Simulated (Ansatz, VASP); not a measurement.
## Si in VASP and in Ansatz

```
CELL_PARAMETERS angstrom
3.82120 0.00000 0.00000
-1.91060 3.30925 0.00000
0.00000 0.00000 6.27754
ATOMIC_POSITIONS crystal
Si 0.33333 0.66667 0.99957
Si 0.66667 0.33333 0.49957
Si 0.33333 0.66667 0.37443
Si 0.66667 0.33333 0.87443
```

Change from the starting cell: strained cell.

Alike in both runs: functional LDA; k mesh 9 × 9 × 6; occupations gaussian, width 0.02 eV; no spin polarisation.

Ansatz relaxed the structure, and its values are those at the end. VASP's run is a single point on that final structure, the one shown.

|  | VASP | Ansatz |
| --- | --- | --- |
| version | VASP 6.6.1 | Ansatz 0.2.0 |
| potentials or method | VASP PAW LDA potentials, release 64 (Si), cutoff 520 eV | scalar-relativistic, plane waves, PAW |
| valence electrons in the cell | 16 | 16 |

|  | VASP | Ansatz | Ansatz less VASP |
| --- | --- | --- | --- |
| gap on the k mesh at the Fermi level (eV) | 0.30 | 0.31 | +0.004 |
| least direct gap on the mesh (eV) | 0.91 | 0.90 | -0.007 |
| pressure (GPa) | -0.7 | -0.8 | -0.06 |

Ansatz warns that its potentials were made for another functional, while VASP's fit it. LDA's correlation is that of Perdew and Zunger in VASP and of Perdew and Wang (1992) in Ansatz. Ansatz's warnings: stress scf threshold loose.
